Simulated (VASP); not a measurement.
Input of a VASP 6.6.1 run:

The input INCAR:

```
ALGO = Normal
EDIFF = 1E-6
ENCUT = 500
GGA = PS
GGA_COMPAT = False
ISIF = 2
ISMEAR = 0
LASPH = True
LCHARG = False
LREAL = False
LWAVE = False
NBANDS = 8
NELM = 120
PREC = Accurate
SIGMA = 0.01
```

File KPOINTS:

```
k-points
0
Gamma
  10 10 10
```

The input POSCAR:

```
H
1.0
   -1.7539625964      1.7539625964      2.1719837309
    1.7539625964     -1.7539625964      2.1719837309
    1.7539625964      1.7539625964     -2.1719837309
H
2
Direct
    0.9126058714      0.9126058714      0.0000000000
    0.0873941286      0.0873941286      0.0000000000
```

Potentials or basis: VASP PAW PBE potentials, release 64 (H).

The run is started by

```sh
$ cat potpaw_PBE.64/H/POTCAR > POTCAR
$ mpirun -np 1 vasp_std > vasp.out
```

Task: Predict the pressure.

Result: -0.2 GPa.

Task: What does it give for the band gap on the k mesh?

Result: 8.84 eV (least direct gap 9.50 eV).

Forces in eV/Å, atoms in the order of the input:
```
H    0.000  0.000 -0.007
H    0.000  0.000  0.007
```

Caveat: the cell differs from its parent crystal (z stretched by -0.5 %, x and y held); this functional lacks dispersion, which holds the molecules together, so the pressure and a relaxed volume are unreliable; the PAW data sets were made with another functional, which shifts forces and pressure a little. A k mesh can miss the band edges.
